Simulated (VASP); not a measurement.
## SiC (rocksalt type): relaxation of cell and atoms with PBE

SiC (rocksalt type):

```
Si C
1.0
     0.00000    1.72995    1.72995
     1.72995    0.00000    1.72995
     1.72995    1.72995    0.00000
Si C
1 1
Direct
  0.00000 0.00000 0.00000
  0.50000 0.50000 0.50000
```

```json
{
 "Program": "VASP 6.6.1",
 "Task": "relaxation of cell and atoms",
 "Functional": "PBE",
 "Potentials or basis": "VASP PAW PBE potentials, release 64 (Si, C)",
 "Cutoff": "600 eV",
 "k mesh": "18 × 18 × 18",
 "Occupations": "fermi-dirac, width 0.05 eV",
 "Spin": "no spin polarisation",
 "Target pressure": "320 GPa",
 "Dipole correction": "no",
 "Further INCAR settings": "ALGO = Normal; EDIFF = 1e-06; IBRION = 2; EDIFFG = -0.005; NSW = 60; ISIF = 3"
}
```

```
Relaxed volume                                             : 5.17 Å³/atom
Relaxed cell                                               : a = 2.445 Å, b = 2.445 Å, c = 2.445 Å, α = 60.00°, β = 60.00°, γ = 60.00°
Space group after relaxing (to 0.1 Å)                      : Fm-3m (No. 225)
Energy change on relaxing (the run minimises the enthalpy) : +19.6 meV/atom
Ionic steps                                                : 3
Pressure after relaxing                                    : 320.0 GPa
Band gap on the k mesh                                     : zero (bands 4 and 5 overlap by 0.20 eV)
```

Step by step:
```
step  energy change (eV)  largest force (eV/Å)  pressure (GPa)  volume (Å³)
   1              0.0000                0.0000          317.58        10.35
   2              0.2365                0.0000          332.19        10.24
   3              0.0392                0.0000          320.03        10.33
```

Final structure:
```
CELL_PARAMETERS angstrom
0.00000 1.72886 1.72886
1.72886 0.00000 1.72886
1.72886 1.72886 0.00000
ATOMIC_POSITIONS crystal
Si 0.00000 0.00000 0.00000
C 0.50000 0.50000 0.50000
```

Levels at points of the mesh, in eV from the Fermi level:
```
           k point  band 2  band 3  band 4  band 5  band 6  band 7
(0.00, 0.00, 0.00)    0.03    0.03    0.03    8.96    8.96    8.96
(0.50, 0.00, 0.00)  -16.04   -2.71   -2.71    8.00    8.00    9.13
(0.50, 0.50, 0.00)  -14.28   -6.43   -6.43   -0.17    3.15   22.28
```

Wall time 53 s on 1 thread of Intel Xeon 8259CL, with other jobs on the host, peak memory 0.14 GiB.

Caveat: the cell is relaxed towards a set pressure, so the run minimises the enthalpy, not the energy; semilocal functionals underestimate gaps, so a narrow gap can read as zero.
